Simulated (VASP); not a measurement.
Write the native input for VASP 6.6.1 that does the following.

| Item | Value |
| --- | --- |
| Task | single point |
| Functional | LDA |
| Potentials or basis | VASP PAW LDA potentials, release 64 (Ca_sv, Mg) |
| Cutoff | 520 eV |
| k mesh | 14 × 14 × 14 |
| Occupations | gaussian, width 0.15 eV |
| Spin | no spin polarisation |
| Dipole correction | no |
| Further INCAR settings | ALGO = Fast; EDIFF = 1e-06; NBANDS = 13 |

The structure of CaMg lies in POSCAR:

```
CaMg
1.0
    3.4727261708      0.0000000000      0.0000000000
    0.0000000000      3.4727261708      0.0000000000
    0.0000000000      0.0000000000      5.2705565094
Ca Mg
1 1
Direct
    0.0000000000      0.0000000000      0.0000000000
    0.5000000000      0.5000000000      0.5000000000
```

One way to write it, as run:

INCAR

```
SYSTEM = CaMg
PREC = Accurate
ENCUT = 520
EDIFF = 1E-6
ISMEAR = 0
SIGMA = 0.15
LREAL = .False.
LASPH = .True.
NELM = 100
ALGO = Fast
ISIF = 2
LWAVE = .False.
LCHARG = .True.
LELF = .True.
LVHAR = .True.
NBANDS = 13
```

KPOINTS

```
regular mesh
0
Gamma
  14 14 14
  0 0 0
```

Potentials or basis: VASP PAW LDA potentials, release 64 (Ca_sv, Mg).

The run is started by

```sh
$ cat potpaw_LDA.64/Ca_sv/POTCAR potpaw_LDA.64/Mg/POTCAR > POTCAR
$ mpirun -np 1 vasp_std > vasp.out
```

It gave:

```
Pressure               : -2.4 GPa
Band gap on the k mesh : zero (bands 6 and 7 overlap by 1.30 eV)
```

It took 7.5 min on 1 thread of Intel Xeon 8259CL, on a shared host, peak memory 0.38 GiB.
